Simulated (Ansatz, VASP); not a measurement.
# Two plane-wave programs on ZrIn

```
Zr In
1.0
     2.98103    0.00000    0.00000
     0.00000    2.98103    0.00000
     0.00000    0.00000    4.20229
Zr In
1 1
Direct
  0.00000 0.00000 0.00000
  0.50000 0.50000 0.50000
```

Change from the starting cell: volume scaled by 0.85, PAW files.

Alike in both runs: task electric field gradients; functional LDA; k mesh 12 × 12 × 8; occupations fermi-dirac, width 0.05 eV; no spin polarisation.

```csv
,VASP,Ansatz
version,VASP 6.6.1,Ansatz 0.2.0
potentials or method,"VASP PAW LDA potentials, release 64 (Zr_sv, In_d)","PAW with Ansatz's default frozen-core files, scalar-relativistic"
plane-wave cutoff (eV),520,420
valence electrons in the cell,25,25
```

|  | VASP | Ansatz | Ansatz less VASP |
| --- | --- | --- | --- |
| pressure (GPa) | 14.3 | 14.0 | -0.38 |
| size of Vzz on the site where it differs most (V/Å²) | 40.2 | 45.6 | +5.37 |

LDA's correlation is that of Perdew and Zunger in VASP and of Perdew and Wang (1992) in Ansatz.
